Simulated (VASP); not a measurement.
# TaN (P6_3/mmc) in VASP: further runs

The runs below take TaN through single point, with RPBE, revPBE, BLYP, r2SCAN.

All numbers are computed with VASP 6.6.1; they aren't measurements. Logs are shortened: lines on timing, memory, paths and dates and some standing lists are left out, and cuts for length are marked.

## 1. The cell of the first run

The structure is hexagonal, space group P6_3/mmc (No. 194). Conventional cell: a = 2.922 Å, b = 2.922 Å, c = 5.917 Å, α = 90.00°, β = 90.00°, γ = 120.00°. Ta (site symmetry -3m) has 6 N at 2.24 Å and 8 Ta at 2.92 to 2.96 Å within 3.0 Å. N (site symmetry -6m2) has 6 Ta at 2.24 Å and 6 N at 2.92 Å within 3.0 Å.

## 2. Single point, RPBE

File INCAR:

```
SYSTEM = TaN
PREC = Accurate
ENCUT = 520
EDIFF = 1E-6
ISMEAR = -1
SIGMA = 0.05
LREAL = .False.
LASPH = .True.
NELM = 80
ALGO = Normal
ISIF = 2
LWAVE = .False.
LCHARG = .False.
GGA = RP
NBANDS = 24
```

File KPOINTS:

```
Automatic mesh
0
Gamma
  6 6 3
  0 0 0
```

File POSCAR:

```
TaN
1.0
    2.9217699809      0.0000000000      0.0000000000
   -1.4608849905      2.5303270275      0.0000000000
    0.0000000000      0.0000000000      5.9165150000
Ta N
2 2
Direct
    0.0000000000      0.0000000000      0.5000000000
    0.0000000000      0.0000000000      0.0000000000
    0.3333333333      0.6666666667      0.2500000000
    0.6666666667      0.3333333333      0.7500000000
```

Potentials or basis: VASP PAW PBE potentials, release 64 (Ta_pv, N).

Launch:

```
$ cat potpaw_PBE.64/Ta_pv/POTCAR potpaw_PBE.64/N/POTCAR > POTCAR
$ mpirun -np 1 vasp_std > vasp.out
```

OUTCAR:

```text
SYSTEM = TaN
   PREC = Accurate
   ENCUT = 520
   EDIFF = 1E-6
   ISMEAR = -1
   LREAL = .False.
   LASPH = .True.
   NELM = 80
   ISIF = 2
   GGA = RP

 ion  position               nearest neighbor table
   1  0.000  0.000  0.500-   3 2.24   4 2.24   4 2.24   3 2.24   4 2.24   3 2.24   2 2.96   2 2.96

   2  0.000  0.000  0.000-   3 2.24   4 2.24   4 2.24   3 2.24   4 2.24   3 2.24   1 2.96   1 2.96

   3  0.333  0.667  0.250-   1 2.24   2 2.24   1 2.24   2 2.24   1 2.24   2 2.24
   4  0.667  0.333  0.750-   1 2.24   2 2.24   1 2.24   2 2.24   1 2.24   2 2.24

  LATTYP: Found a hexagonal cell.
 ALAT       =     2.9217699809
 C/A-ratio  =     2.0249763119

  Lattice vectors:

 A1 = (   2.9217699809,   0.0000000000,   0.0000000000)
 A2 = (  -1.4608849905,   2.5303270275,   0.0000000000)
 A3 = (   0.0000000000,   0.0000000000,   5.9165150000)

Analysis of symmetry for initial positions (statically):
=====================================================================
 Subroutine PRICEL returns:
 Original cell was already a primitive cell.

 Routine SETGRP: Setting up the symmetry group for a
 hexagonal supercell.

 Subroutine GETGRP returns: Found 24 space group operations
 (whereof 12 operations were pure point group operations)
 out of a pool of 24 trial point group operations.

The static configuration has the point symmetry D_3d.
 The point group associated with its full space group is D_6h.

Analysis of symmetry for dynamics (positions and initial velocities):
=====================================================================
 Subroutine PRICEL returns:
 Original cell was already a primitive cell.

 Routine SETGRP: Setting up the symmetry group for a
 hexagonal supercell.

 Subroutine GETGRP returns: Found 24 space group operations
 (whereof 12 operations were pure point group operations)
 out of a pool of 24 trial point group operations.

The dynamic configuration has the point symmetry D_3d.
 The point group associated with its full space group is D_6h.

 Subroutine INISYM returns: Found 24 space group operations
 (whereof 12 operations are pure point group operations),
 and found     1 'primitive' translations

----------------------------------------------------------------------------------------

                                     Primitive cell

  volume of cell :      43.7410

  direct lattice vectors                    reciprocal lattice vectors
     2.921769981  0.000000000  0.000000000     0.342258291  0.197602916  0.000000000
    -1.460884991  2.530327027  0.000000000     0.000000000  0.395205833  0.000000000
     0.000000000  0.000000000  5.916515000     0.000000000  0.000000000  0.169018417

  length of vectors
     2.921769981  2.921769981  5.916515000     0.395205833  0.395205833  0.169018417

  position of ions in fractional coordinates (direct lattice)
     0.000000000  0.000000000  0.500000000
     0.000000000  0.000000000  0.000000000
     0.333333333  0.666666667  0.250000000
     0.666666667  0.333333333  0.750000000

  ion indices of the primitive-cell ions
   primitive index   ion index
                 1           1
                 2           2
                 3           3
                 4           4

----------------------------------------------------------------------------------------

 KPOINTS: Automatic mesh

Automatic generation of k-mesh.
 Grid dimensions read from file:
 generate k-points for:    6    6    3

 Generating k-lattice:

  Cartesian coordinates                     Fractional coordinates (reciprocal lattice)
     0.057043048  0.032933819  0.000000000     0.166666667  0.000000000  0.000000000
     0.000000000  0.065867639  0.000000000     0.000000000  0.166666667  0.000000000
     0.000000000  0.000000000  0.056339472     0.000000000  0.000000000  0.333333333

  Length of vectors
     0.065867639  0.065867639  0.056339472

  Shift w.r.t. Gamma in fractional coordinates (k-lattice)
     0.000000000  0.000000000  0.000000000

 Subroutine IBZKPT returns following result:
 ===========================================

 Found     14 irreducible k-points:

 Following reciprocal coordinates:
            Coordinates               Weight
  0.000000  0.000000  0.000000      1.000000
  0.166667  0.000000  0.000000      6.000000
  0.333333  0.000000  0.000000      6.000000
  0.500000  0.000000  0.000000      3.000000
  0.166667  0.166667  0.000000      6.000000
  0.333333  0.166667  0.000000     12.000000
  0.333333  0.333333  0.000000      2.000000
  0.000000  0.000000  0.333333      2.000000
  0.166667  0.000000  0.333333     12.000000
  0.333333  0.000000  0.333333     12.000000
  0.500000  0.000000  0.333333      6.000000
  0.166667  0.166667  0.333333     12.000000
  0.333333  0.166667  0.333333     24.000000
  0.333333  0.333333  0.333333      4.000000
   k-points           NKPTS =     14   k-points in BZ     NKDIM =     14   number of bands    NBANDS=     24
   number of dos      NEDOS =    301   number of ions     NIONS =      4
   total plane-waves  NPLWV =  27648
   dimension x,y,z NGX =    24 NGY =   24 NGZ =   48
   dimension x,y,z NGXF=    48 NGYF=   48 NGZF=   96
   ions per type =               2   2
   NGX,Y,Z   is equivalent  to a cutoff of  13.66, 13.66, 13.49 a.u.
   NGXF,Y,Z  is equivalent  to a cutoff of  27.31, 27.31, 26.97 a.u.
 SYSTEM =  TaN
   PREC   = accura    normal or accurate (medium, high low for compatibility)
   ISTART =      0    job   : 0-new  1-cont  2-samecut
   ICHARG =      2    charge: 1-file 2-atom 10-const
   ISPIN  =      1    spin polarized calculation?
   LNONCOLLINEAR =      F non collinear calculations
   LSORBIT =      F    spin-orbit coupling
   LASPH  =      T    aspherical Exc in radial PAW
   ENCUT  =  520.0 eV  38.22 Ry    6.18 a.u.   5.43  5.43 11.00*2*pi/ulx,y,z
   NELM   =     80;   NELMIN=  2; NELMDL= -5     # of ELM steps
   EDIFF  = 0.1E-05   stopping-criterion for ELM
   LREAL  =      F    real-space projection
   EDIFFG = 0.1E-04   stopping-criterion for IOM
   NSW    =      0    number of steps for IOM
   IBRION =     -1    ionic relax: 0-MD 1-quasi-New 2-CG
   NFREE  =      0    steps in history (QN), initial steepest desc. (CG)
   ISIF   =      2    stress and relaxation
   ISYM   =      2    0-nonsym 1-usesym 2-fastsym
   POTIM  = 0.5000    time-step for ionic-motion
[... 43 lines left out ...]
 fundamental gap:      0.1082811649
 Fermi energy:         8.0130122982

 k-point     1 :       0.0000    0.0000    0.0000
  band No.  band energies     occupation
      1     -27.4238      2.00000
      2     -26.6853      2.00000
      3     -26.4498      2.00000
      4     -26.4498      2.00000
      5     -26.3898      2.00000
      6     -26.3898      2.00000
[... 16 lines left out ...]
     23      12.1597      0.00000
     24      14.1874      0.00000

 k-point     2 :       0.1667    0.0000    0.0000
  band No.  band energies     occupation
      1     -27.3595      2.00000
      2     -26.7317      2.00000
      3     -26.6518      2.00000
      4     -26.6451      2.00000
      5     -26.5110      2.00000
      6     -26.4472      2.00000
[... 16 lines left out ...]
     23      12.7512      0.00000
     24      13.8171      0.00000

 k-point     3 :       0.3333    0.0000    0.0000
  band No.  band energies     occupation
      1     -27.2671      2.00000
      2     -27.2207      2.00000
      3     -27.1407      2.00000
      4     -26.6311      2.00000
      5     -26.5711      2.00000
      6     -26.5603      2.00000
[... 16 lines left out ...]
     23      14.3899      0.00000
     24      15.3568      0.00000

 k-point     4 :       0.5000    0.0000    0.0000
  band No.  band energies     occupation
      1     -27.5094      2.00000
      2     -27.3739      2.00000
      3     -27.1597      2.00000
      4     -26.6900      2.00000
      5     -26.6159      2.00000
      6     -26.5325      2.00000
[... 16 lines left out ...]
     23      14.3935      0.00000
     24      15.8584      0.00000

 k-point     5 :       0.1667    0.1667    0.0000
  band No.  band energies     occupation
      1     -27.2617      2.00000
      2     -27.0806      2.00000
      3     -26.9734      2.00000
      4     -26.6565      2.00000
      5     -26.5944      2.00000
      6     -26.5795      2.00000
[... 16 lines left out ...]
     23      13.5335      0.00000
     24      14.1146      0.00000

 k-point     6 :       0.3333    0.1667    0.0000
  band No.  band energies     occupation
      1     -27.3778      2.00000
      2     -27.2516      2.00000
      3     -27.1609      2.00000
      4     -26.8367      2.00000
      5     -26.7513      2.00000
      6     -26.5326      2.00000
[... 16 lines left out ...]
     23      14.5450      0.00000
     24      15.5396      0.00000

 k-point     7 :       0.3333    0.3333    0.0000
  band No.  band energies     occupation
      1     -27.1913      2.00000
      2     -27.1913      2.00000
      3     -27.1282      2.00000
      4     -27.0799      2.00000
      5     -27.0799      2.00000
      6     -26.5135      2.00000
[... 16 lines left out ...]
     23      14.8553      0.00000
     24      14.8553      0.00000

 k-point     8 :       0.0000    0.0000    0.3333
  band No.  band energies     occupation
      1     -27.2481      2.00000
      2     -26.8795      2.00000
      3     -26.4349      2.00000
      4     -26.4349      2.00000
      5     -26.4049      2.00000
      6     -26.4049      2.00000
[... 16 lines left out ...]
     23      12.3990      0.00000
     24      13.2827      0.00000

 k-point     9 :       0.1667    0.0000    0.3333
  band No.  band energies     occupation
      1     -27.1906      2.00000
      2     -26.8386      2.00000
      3     -26.7068      2.00000
      4     -26.6689      2.00000
      5     -26.4951      2.00000
      6     -26.4633      2.00000
[... 16 lines left out ...]
     23      12.8150      0.00000
     24      13.8721      0.00000

 k-point    10 :       0.3333    0.0000    0.3333
  band No.  band energies     occupation
      1     -27.2327      2.00000
      2     -27.1753      2.00000
      3     -27.0646      2.00000
      4     -26.7410      2.00000
      5     -26.6135      2.00000
      6     -26.5781      2.00000
[... 16 lines left out ...]
     23      13.9581      0.00000
     24      14.6888      0.00000

 k-point    11 :       0.5000    0.0000    0.3333
  band No.  band energies     occupation
      1     -27.4757      2.00000
      2     -27.4081      2.00000
      3     -27.0089      2.00000
      4     -26.6955      2.00000
      5     -26.6716      2.00000
      6     -26.6345      2.00000
[... 16 lines left out ...]
     23      14.3322      0.00000
     24      14.7173      0.00000

 k-point    12 :       0.1667    0.1667    0.3333
  band No.  band energies     occupation
      1     -27.1069      2.00000
      2     -27.0564      2.00000
      3     -26.9943      2.00000
      4     -26.7634      2.00000
      5     -26.6383      2.00000
      6     -26.6014      2.00000
[... 16 lines left out ...]
     23      13.5715      0.00000
     24      14.8777      0.00000

 k-point    13 :       0.3333    0.1667    0.3333
  band No.  band energies     occupation
      1     -27.3467      2.00000
      2     -27.2839      2.00000
      3     -27.0095      2.00000
      4     -26.8155      2.00000
      5     -26.7730      2.00000
      6     -26.6951      2.00000
[... 16 lines left out ...]
     23      15.0081      0.00000
     24      15.9192      0.00000

 k-point    14 :       0.3333    0.3333    0.3333
  band No.  band energies     occupation
      1     -27.1645      2.00000
      2     -27.1645      2.00000
      3     -27.1073      2.00000
      4     -27.1073      2.00000
      5     -26.9799      2.00000
      6     -26.6728      2.00000
[... 16 lines left out ...]
     23      16.2122      0.00000
     24      16.2122      0.00000

------------------------ aborting loop because EDIFF is reached ----------------------------------------

  FORCE on cell =-STRESS in cart. coord.  units (eV):
  Direction    XX          YY          ZZ          XY          YZ          ZX
  --------------------------------------------------------------------------------------
  -------------------------------------------------------------------------------------
  Total        1.1249079      1.1249079      0.8270319     -0.0000000      0.0000000      0.0000000
  in kB       41.2039556     41.2039556     30.2931335     -0.0000000      0.0000000      0.0000000
  external PRESSURE =      37.5670149 kB  Pullay stress =       0.0000000 kB

 VOLUME and BASIS-vectors are now :
 -----------------------------------------------------------------------------
  energy-cutoff  :      520.00
  volume of cell :       43.74
      direct lattice vectors                 reciprocal lattice vectors
     2.921769981  0.000000000  0.000000000     0.342258291  0.197602916  0.000000000
    -1.460884991  2.530327027  0.000000000     0.000000000  0.395205833  0.000000000
     0.000000000  0.000000000  5.916515000     0.000000000  0.000000000  0.169018417

 POSITION                                       TOTAL-FORCE (eV/Angst)
 -----------------------------------------------------------------------------------
      0.00000      0.00000      2.95826        -0.000000      0.000000     -0.000000
      0.00000      0.00000      0.00000        -0.000000      0.000000     -0.000000
     -0.00000      1.68688      1.47913         0.000000      0.000000     -0.000000
      1.46088      0.84344      4.43739        -0.000000     -0.000000      0.000000
 -----------------------------------------------------------------------------------
    total drift:                               -0.000000      0.000000      0.000000

  FREE ENERGIE OF THE ION-ELECTRON SYSTEM (eV)
  ---------------------------------------------------
  free  energy   TOTEN  =       -42.0236745660 eV

  energy  without entropy=      -42.0160095948  energy(sigma->0) =      -42.01984208
```

It took 24 s on 1 thread of Intel Xeon 8259CL, shared host; peak memory 0.17 GiB.

What came out:

- Free energy: -42.0237 eV
- Pressure: 3.8 GPa
- Band gap on the k mesh: zero (band 16 reaches 8.89 eV, above the bottom of band 17 at 7.71 eV)

Levels at points of the mesh, in eV from the Fermi level:
```tsv
k point	band 14	band 15	band 16	band 17	band 18	band 19
(0.00, 0.00, 0.00)	-1.77	-1.77	-0.02	-0.02	0.77	0.77
(0.50, 0.00, 0.00)	-3.48	-2.59	-1.90	3.05	4.13	5.00
```

Caveat: the k points lie up to 0.41 Å⁻¹ apart; the PAW data sets were made with another functional, which shifts forces and pressure a little; spin-orbit coupling is left out, which moves the levels of the heavy elements.

## 3. Single point, revPBE

File INCAR:

```
SYSTEM = TaN
PREC = Accurate ; ENCUT = 520
EDIFF = 1E-6 ; ISMEAR = -1
SIGMA = 0.05 ; LREAL = .False.
LASPH = .True. ; NELM = 80
ALGO = Normal ; ISIF = 2
LWAVE = .False. ; LCHARG = .True.
GGA = RE ; LELF = .True.
LVHAR = .True. ; NBANDS = 24
```

KPOINTS is that of step 2.

POSCAR is that of step 2.

Potentials or basis: VASP PAW PBE potentials, release 64 (Ta_pv, N).

Launch:

```
$ cat potpaw_PBE.64/Ta_pv/POTCAR potpaw_PBE.64/N/POTCAR > POTCAR
$ mpirun -np 1 vasp_std > vasp.out
```

Run time: 26 s. Hardware: 1 thread of Intel Xeon 8259CL, shared host; peak memory 0.17 GiB.

The run converged. Its results:

- Free energy: -42.3955 eV
- Pressure: 2.5 GPa
- Band gap on the k mesh: zero (band 16 reaches 8.86 eV, above the bottom of band 17 at 7.67 eV)

Stress tensor (GPa, compression positive):
```
2.92 0.00 0.00
0.00 2.92 0.00
0.00 0.00 1.62
```

Levels at points of the mesh, in eV from the Fermi level:
| k point | band 14 | band 15 | band 16 | band 17 | band 18 | band 19 |
| --- | --- | --- | --- | --- | --- | --- |
| (0.00, 0.00, 0.00) | -1.77 | -1.77 | -0.02 | -0.02 | 0.77 | 0.77 |
| (0.50, 0.00, 0.00) | -3.48 | -2.58 | -1.90 | 3.05 | 4.14 | 5.00 |

Caveat: the k points lie up to 0.41 Å⁻¹ apart; the PAW data sets were made with another functional, which shifts forces and pressure a little; spin-orbit coupling is left out, which moves the levels of the heavy elements.

## 4. Single point, BLYP

File INCAR:

```
SYSTEM = TaN
PREC     = Accurate       ! precision mode
ENCUT    = 520            ! plane-wave cutoff, eV
EDIFF    = 1E-7           ! SCF threshold, eV
ISMEAR   = -1             ! smearing method
SIGMA    = 0.05           ! smearing width, eV
LREAL    = .False.        ! projectors in reciprocal space
LASPH    = .True.         ! aspherical terms in the spheres
NELM     = 80             ! most SCF steps
ALGO     = Normal         ! electronic algorithm
ISIF     = 2              ! what is computed and relaxed
LWAVE    = .False.        ! write WAVECAR
LCHARG   = .True.         ! write CHGCAR
GGA      = B5             ! functional
ALDAX    = 1.0          
AGGAX    = 1.0          
AGGAC    = 1.0          
ALDAC    = 0.0          
LELF     = .True.         ! ELF
LVHAR    = .True.       
NBANDS   = 24             ! bands
```

KPOINTS is that of step 3.

POSCAR is that of step 3.

Launch:

```
$ cat potpaw_PBE.64/Ta_pv/POTCAR potpaw_PBE.64/N/POTCAR > POTCAR
$ mpirun -np 1 vasp_std > vasp.out
```

Wall time 54 s (1 thread of Intel Xeon 8259CL, shared host); peak memory 0.17 GiB.

It converged, with:

| Quantity | Value |
| --- | --- |
| Free energy | -40.1176 eV |
| Pressure | 11.4 GPa |
| Band gap on the k mesh | zero (band 16 reaches 9.25 eV, above the bottom of band 17 at 8.10 eV) |

Stress tensor (GPa, compression positive):
```
12.11  0.00  0.00
 0.00 12.11  0.00
 0.00  0.00  9.87
```

Levels at points of the mesh, in eV from the Fermi level:
| k point | band 13 | band 14 | band 15 | band 16 | band 17 | band 18 | band 19 | band 20 |
| --- | --- | --- | --- | --- | --- | --- | --- | --- |
| (0.00, 0.00, 0.00) | -3.23 | -1.78 | -1.78 | -0.07 | -0.07 | 0.72 | 0.72 | 2.46 |
| (0.50, 0.00, 0.00) | -3.84 | -3.42 | -2.56 | -1.88 | 2.99 | 4.11 | 4.86 | 5.27 |

Caveat: the k points lie up to 0.41 Å⁻¹ apart; the PAW data sets were made with another functional, which shifts forces and pressure a little; spin-orbit coupling is left out, which moves the levels of the heavy elements.

## 5. Single point, r2SCAN

POSCAR is that of step 4.

File INCAR.step1:

```
SYSTEM = TaN
PREC = Accurate
ENCUT = 520
ISMEAR = -1
SIGMA = 0.05
LREAL = .FALSE.
LASPH = .TRUE.
NELM = 80
NBANDS = 24
GGA = PE
ALGO = Normal
EDIFF = 1E-4
LWAVE = .TRUE.
LCHARG = .FALSE.
```

File INCAR.step2:

```
SYSTEM = TaN
PREC = Accurate
ENCUT = 520
EDIFF = 1E-6
ISMEAR = -1
SIGMA = 0.05
LREAL = .FALSE.
LASPH = .TRUE.
NELM = 80
ALGO = Normal
ISIF = 2
LWAVE = .FALSE.
LCHARG = .FALSE.
METAGGA = R2SCAN
LMIXTAU = .TRUE.
NBANDS = 24
ISTART = 1
```

File KPOINTS:

```
Automatic mesh
0
G
  6 6 3
  0 0 0
```

Launch:

```
$ cat potpaw_PBE.64/Ta_pv/POTCAR potpaw_PBE.64/N/POTCAR > POTCAR
$ cp INCAR.step1 INCAR
$ mpirun -np 1 vasp_std > vasp.out
$ cp INCAR.step2 INCAR
$ mpirun -np 1 vasp_std > vasp.out
```

Run time: 2.3 min. Hardware: 1 thread of Intel Xeon 8259CL, shared host; peak memory 0.18 GiB.

It converged, with:

```
Free energy            : -119.7661 eV
Pressure               : -4.8 GPa
Band gap on the k mesh : zero (band 16 reaches 8.77 eV, above the bottom of band 17 at 7.55 eV)
```

Stress tensor (GPa, compression positive):
```
-4.29  0.00  0.00
 0.00 -4.29  0.00
 0.00  0.00 -5.74
```

Levels at points of the mesh, in eV from the Fermi level:
```
           k point  band 13  band 14  band 15  band 16  band 17  band 18  band 19  band 20
(0.00, 0.00, 0.00)    -3.49    -1.95    -1.95     0.01     0.01     0.83     0.83     2.63
(0.50, 0.00, 0.00)    -4.22    -3.59    -2.80    -1.97     3.22     4.34     5.14     5.58
```

Caveat: the k points lie up to 0.41 Å⁻¹ apart; the PAW data sets were made with another functional, which shifts forces and pressure a little; spin-orbit coupling is left out, which moves the levels of the heavy elements.

## 6. Summary

| level | gap on the mesh (eV) | pressure (GPa) |
| --- | --- | --- |
| RPBE | none | 3.8 |
| revPBE | none | 2.5 |
| BLYP | none | 11.4 |
| r2SCAN | none | -4.8 |

Alike in all rows: task single point; potentials or basis VASP PAW PBE potentials, release 64 (Ta_pv, N); no spin polarisation; cell as given; k mesh 6 × 6 × 3; cutoff (eV) 520; smearing fermi-dirac 0.05 eV.

Caveats: all runs use coarse meshes; the PAW data sets were made with another functional, which shifts forces and pressure a little; spin-orbit coupling is left out, which moves the levels of the heavy elements.

Total energies depend on the potentials used, so only differences within one code and one set of settings carry meaning.
